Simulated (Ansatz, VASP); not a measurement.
**GeBr4 in VASP and in Ansatz**

```
CELL_PARAMETERS angstrom
5.31441 0.00000 0.00000
0.00000 5.31441 0.00000
0.00000 0.00000 33.83744
ATOMIC_POSITIONS crystal
Ge 0.00000 0.00000 0.29553
Br 0.00000 0.00000 0.22561
Br 0.00000 0.00000 0.36545
Br 0.00000 0.50000 0.29553
Br 0.50000 0.00000 0.29553
```

Change from the starting cell: species swapped into a sheet of the MnBr4 type.

Alike in both runs: functional PBE; k mesh 4 × 4 × 1; occupations gaussian, width 0.1 eV; no spin polarisation.

Ansatz relaxed the structure, and its values are those at the end. VASP's run is a single point on that final structure, the one shown.

```csv
,VASP,Ansatz
version,VASP 6.6.1,Ansatz 0.2.0
potentials or method,"VASP PAW PBE potentials, release 64 (Ge_d, Br), cutoff 520 eV","scalar-relativistic, plane waves, PAW"
valence electrons in the cell,42,42
```

VASP gave:

```
gap on the k mesh at the Fermi level (eV) : none
rms of the force components (eV/Å)        : 0.004
```

**Question.** What did Ansatz give for the same quantities?

**Answer.** gap on the k mesh at the Fermi level (eV): none; rms of the force components (eV/Å): 0.002.

A gap of «none» marks a metal or a gap that the smearing closes. The functional is the same, so the differences come from potentials, cutoffs and numerics. Ansatz's warnings: slab cell height set.
